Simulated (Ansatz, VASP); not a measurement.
# Ti: VASP beside Ansatz

File INCAR:

```
ALGO     = Fast           # electronic algorithm
EDIFF    = 1E-6           # SCF threshold, eV
ENCUT    = 520            # plane-wave cutoff, eV
GGA      = PE             # functional
ISIF     = 2              # what is computed and relaxed
ISMEAR   = 0              # smearing method
LASPH    = True           # aspherical terms in the spheres
LCHARG   = False          # write CHGCAR
LREAL    = False          # projectors in reciprocal space
LWAVE    = False          # write WAVECAR
NBANDS   = 12             # bands
NELM     = 80             # most SCF steps
PREC     = Accurate       # precision mode
SIGMA    = 0.15           # smearing width, eV
```

File KPOINTS:

```
k-points
0
Gamma
  22 22 22
```

The input POSCAR:

```
Ti
1.0
   -1.6277538811      1.6277538811      1.6277538811
    1.6277538811     -1.6277538811      1.6277538811
    1.6277538811      1.6277538811     -1.6277538811
Ti
1
Direct
    0.0000000000      0.0000000000      0.0000000000
```

Input for Ansatz:

```yaml
crystal:
  lattice:
    - [-1.6277538811, 1.6277538811, 1.6277538811]
    - [1.6277538811, -1.6277538811, 1.6277538811]
    - [1.6277538811, 1.6277538811, -1.6277538811]
  atoms:
    - { symbol: Ti, position: [0.0, 0.0, 0.0] }
basis:
  ecutwfc: 520.0
kpoints:
  mp_grid: { grid: [22, 22, 22] }
hamiltonian:
  xc: pbe
scf:
  occupations: { method: gaussian, width: 0.15 }
output:
  forces: true
  stress: true
  eigenvalues: true
```

Alike in both runs: task single point; functional PBE; k mesh 22 × 22 × 22; occupations gaussian, width 0.15 eV; no spin polarisation.

|  | VASP | Ansatz |
| --- | --- | --- |
| version | VASP 6.6.1 | Ansatz 0.2.0 |
| potentials or method | VASP PAW PBE potentials, release 64 (Ti_sv), cutoff 520 eV | scalar-relativistic, plane waves, PAW |
| valence electrons in the cell | 12 | 12 |

VASP gave:

- gap on the k mesh at the Fermi level (eV): none
- pressure (GPa): -0.2

**Question.** Which values does Ansatz return?

**Answer.** gap on the k mesh at the Fermi level (eV): none; pressure (GPa): 0.1.

A gap of «none» marks a metal or a gap that the smearing closes.
